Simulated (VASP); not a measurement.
Ba2CuSO2: single point with PBEsol+D3(BJ)

Ba2CuSO2:

```
CELL_PARAMETERS angstrom
4.14898 0.00000 0.00000
0.00000 4.14898 0.00000
0.00000 0.00000 7.68498
ATOMIC_POSITIONS crystal
Ba 0.50000 0.50000 0.75746
Ba 0.50000 0.50000 0.24254
Cu 0.00000 0.00000 0.50000
S 0.00000 0.00000 0.00000
O 0.00000 0.50000 0.50000
O 0.50000 0.00000 0.50000
```

```json
{
  "Program": "VASP 6.6.1",
  "Task": "single point",
  "Functional": "PBEsol",
  "Dispersion": "D3(BJ)",
  "Potentials or basis": "VASP PAW PBE potentials, release 64 (Ba_sv, Cu, S, O)",
  "Cutoff": "520 eV",
  "k mesh": "6 × 6 × 3",
  "Occupations": "fermi-dirac, width 0.1 eV",
  "Spin": "no spin polarisation"
}
```

* Pressure: -10.9 GPa
* Largest force: 0.881 eV/Å
* Band gap on the k mesh: zero (an odd number of electrons rules out a gap without spin polarisation)
* Dispersion energy per atom: -0.248 eV

Forces on the atoms (eV/Å):
```
Ba   0.000  0.000 -0.881
Ba   0.000  0.000  0.881
Cu   0.000  0.000  0.000
S    0.000  0.000  0.000
O    0.000  0.000  0.000
O    0.000  0.000  0.000
```

Stress tensor (GPa, compression positive):
```
-11.45   0.00   0.00
  0.00 -11.45   0.00
  0.00   0.00  -9.75
```

Levels at points of the mesh, in eV from the Fermi level:
```
           k point  band 20  band 21  band 22  band 23  band 24  band 25  band 26  band 27  band 28  band 29
(0.00, 0.00, 0.00)    -1.69    -1.13    -1.13    -0.83    -0.21    -0.21     1.54     2.67     3.09     4.61
(0.50, 0.00, 0.00)    -1.37    -0.81    -0.74    -0.73    -0.69    -0.38     3.45     3.94     4.04     4.85
(0.50, 0.50, 0.00)    -1.49    -0.83    -0.62    -0.62    -0.41     1.63     3.86     3.91     4.18     5.78
```

Wall time 2.7 min on 1 thread of Intel(R) Xeon(R) Platinum 8259CL CPU @ 2.50GHz (Skylake/Cascade Lake) (shared host), peak memory 0.3 GiB.

Caveat: the cell stands under tension; the PAW data sets were made with another functional, which shifts forces and pressure a little; spin-orbit coupling is left out, which moves the levels of the heavy elements; an odd number of electrons without spin polarisation forces a metal; a magnetic or distorted state may lie lower; semilocal functionals often make such compounds metallic where correlation or magnetic order opens a gap, which also shifts bond lengths. With open d or f shells a metallic result of PBEsol can be an artefact of self-interaction; +U or a hybrid may open a gap.
